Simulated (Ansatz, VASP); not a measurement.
**CdS in VASP and in Ansatz**

Contents of POSCAR:

```
CdS
1.0
    4.1646212284      0.0000000000      0.0000000000
   -2.0823106142      3.6066677809      0.0000000000
    0.0000000000      0.0000000000      6.7659754677
Cd S
2 2
Direct
    0.3333333333      0.6666666667     -0.0009650866
    0.6666666667      0.3333333333      0.4990349134
    0.3333333333      0.6666666667      0.3759650866
    0.6666666667      0.3333333333      0.8759650866
```

The input INCAR.step1:

```
SYSTEM = CdS
  ALGO = Normal
  EDIFF = 1E-4
  ENCUT = 520
  GGA = PE
  ISMEAR = 0
  LASPH = .True.
  LCHARG = .False.
  LREAL = .False.
  LWAVE = .True.
  NBANDS = 26
  NELM = 100
  PREC = Accurate
  SIGMA = 0.01
```

INCAR.step2

```
SYSTEM = CdS
  ALGO = Normal
  EDIFF = 1E-7
  ENCUT = 520
  ISIF = 2
  ISMEAR = 0
  ISTART = 1
  LASPH = .True.
  LCHARG = .False.
  LMIXTAU = .True.
  LREAL = .False.
  LWAVE = .False.
  METAGGA = R2SCAN
  NBANDS = 26
  NELM = 100
  PREC = Accurate
  SIGMA = 0.01
```

Contents of KPOINTS:

```
k-points
0
Gamma
  6 6 2
  0 0 0
```

Input for Ansatz:

```yaml
crystal:
  lattice:
    - [4.1646212284, 0.0, 0.0]
    - [-2.0823106142, 3.6066677809, 0.0]
    - [0.0, 0.0, 6.7659754677]
  atoms:
    - { symbol: Cd, position: [0.3333333333, 0.6666666667, -0.0009650866] }
    - { symbol: Cd, position: [0.6666666667, 0.3333333333, 0.4990349134] }
    - { symbol: S, position: [0.3333333333, 0.6666666667, 0.3759650866] }
    - { symbol: S, position: [0.6666666667, 0.3333333333, 0.8759650866] }
kpoints:
  mp_grid: { grid: [6, 6, 2] }
hamiltonian:
  xc: r2scan
scf:
  occupations: { method: fixed }
output:
  optics:
    e_range: [0, 20]
    de: 0.1
    sigma: 0.15
    scissors: 0
    scheme: fermi_dirac
    bands: { spectra_wanted_up_to: 20 }
```

Alike in both runs: task single point; functional r2SCAN; k mesh 6 × 6 × 2; no spin polarisation.

```csv
,VASP,Ansatz
version,VASP 6.6.1,Ansatz 0.2.0
potentials or method,"VASP PAW PBE potentials, release 64 (Cd, S)","plane waves, PAW"
plane-wave cutoff (eV),520,500
occupations,"gaussian, width 0.01 eV",fixed
valence electrons in the cell,36,52
```

```tsv
	VASP	Ansatz	Ansatz less VASP
gap on the k mesh at the Fermi level (eV)	1.63	1.63	+0.005
```

VASP's potentials were made for PBE, not for r2SCAN. VASP's potentials hold 36 valence electrons a cell and Ansatz's 52, so a difference there can come from the potentials and not from the codes.

The k mesh is coarse, so the values compare programs but aren't converged.
